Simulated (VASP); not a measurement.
A run of VASP 6.6.1 is set up as follows.

File POSCAR:

```
ZnS
1.0
    0.0000000000      2.5560840034      2.5560840034
    2.5560840034      0.0000000000      2.5560840034
    2.5560840034      2.5560840034      0.0000000000
Zn S
1 1
Direct
    0.0000000000      0.0000000000      0.0000000000
    0.5000000000      0.5000000000      0.5000000000
```

The input INCAR.step1:

```
ALGO     = Normal         # electronic algorithm
EDIFF    = 1E-4           # SCF threshold, eV
ENCUT    = 520            # plane-wave cutoff, eV
GGA      = PE             # functional
ISMEAR   = -1             # smearing method
LASPH    = T              # aspherical terms in the spheres
LCHARG   = F              # write CHGCAR
LREAL    = F              # projectors in reciprocal space
LWAVE    = T              # write WAVECAR
NBANDS   = 16             # bands
NELM     = 80             # most SCF steps
PREC     = Accurate       # precision mode
SIGMA    = 0.02           # smearing width, eV
```

File INCAR.step2:

```
ALGO     = Normal         # electronic algorithm
EDIFF    = 1E-6           # SCF threshold, eV
ENCUT    = 520            # plane-wave cutoff, eV
ISIF     = 2              # what is computed and relaxed
ISMEAR   = -1             # smearing method
ISTART   = 1            
LASPH    = T              # aspherical terms in the spheres
LCHARG   = F              # write CHGCAR
LMIXTAU  = T            
LREAL    = F              # projectors in reciprocal space
LWAVE    = F              # write WAVECAR
METAGGA  = R2SCAN         # meta-GGA
NBANDS   = 16             # bands
NELM     = 80             # most SCF steps
PREC     = Accurate       # precision mode
SIGMA    = 0.02           # smearing width, eV
```

The input KPOINTS:

```
k-points
0
Gamma
  8 8 8
```

Potentials or basis: VASP PAW PBE potentials, release 64 (Zn, S).

Launch:

```console
$ cat potpaw_PBE.64/Zn/POTCAR potpaw_PBE.64/S/POTCAR > POTCAR
$ cp INCAR.step1 INCAR
$ mpirun -np 1 vasp_std > vasp.out
$ cp INCAR.step2 INCAR
$ mpirun -np 1 vasp_std > vasp.out
```

Problem. Predict the band gap on the k mesh.

Solution. 0.15 eV, indirect (least direct gap 2.65 eV).

Problem. What does it give for the pressure?

Solution. -2.6 GPa.

Caveat: the PAW data sets were made with another functional, which shifts forces and pressure a little. A k mesh can miss the band edges.
